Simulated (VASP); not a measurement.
## PbSe: single point with r2SCAN

The system is PbSe.

```
CELL_PARAMETERS angstrom
0.00000 3.42320 3.42320
3.42320 0.00000 3.42320
3.42320 3.42320 0.00000
ATOMIC_POSITIONS crystal
Pb 0.00000 0.00000 0.00000
Se 0.25000 0.25000 0.25000
```

```
Program                : VASP 6.6.1
Task                   : single point
Functional             : r2SCAN
Potentials or basis    : VASP PAW PBE potentials, release 64 (Pb_d, Se)
Cutoff                 : 520 eV
k mesh                 : 4 × 4 × 4
Occupations            : gaussian, width 0.01 eV
Spin                   : no spin polarisation
Dipole correction      : no
Further INCAR settings : ALGO = Normal; EDIFF = 1e-06; NBANDS = 17
```

```json
{"Pressure": "-0.1 GPa", "Band gap on the k mesh": "0.80 eV, indirect (least direct gap 1.34 eV)"}
```

Levels at points of the mesh, in eV from the valence-band top:
| k point | band 7 | band 8 | band 9 | band 10 | band 11 | band 12 | band 13 | band 14 |
| --- | --- | --- | --- | --- | --- | --- | --- | --- |
| (0.00, 0.00, 0.00) | -6.47 | -1.74 | -1.74 | -1.74 | 2.35 | 2.35 | 2.35 | 4.85 |
| (0.50, 0.00, 0.00) | -8.10 | -2.28 | -2.28 | -2.04 | 3.12 | 3.12 | 3.89 | 6.72 |
| (0.50, 0.50, 0.00) | -8.48 | -2.99 | -2.99 | -0.55 | 0.80 | 5.20 | 5.20 | 6.22 |

Run time: 65 s on 1 thread of AMD EPYC 7R43 64-Core Processor (Zen 3), with other jobs on the host, peak memory 0.18 GiB.

Caveat: the PAW data sets were made with another functional, which shifts forces and pressure a little; spin-orbit coupling is left out, which moves the levels of the heavy elements. A k mesh can miss the band edges.
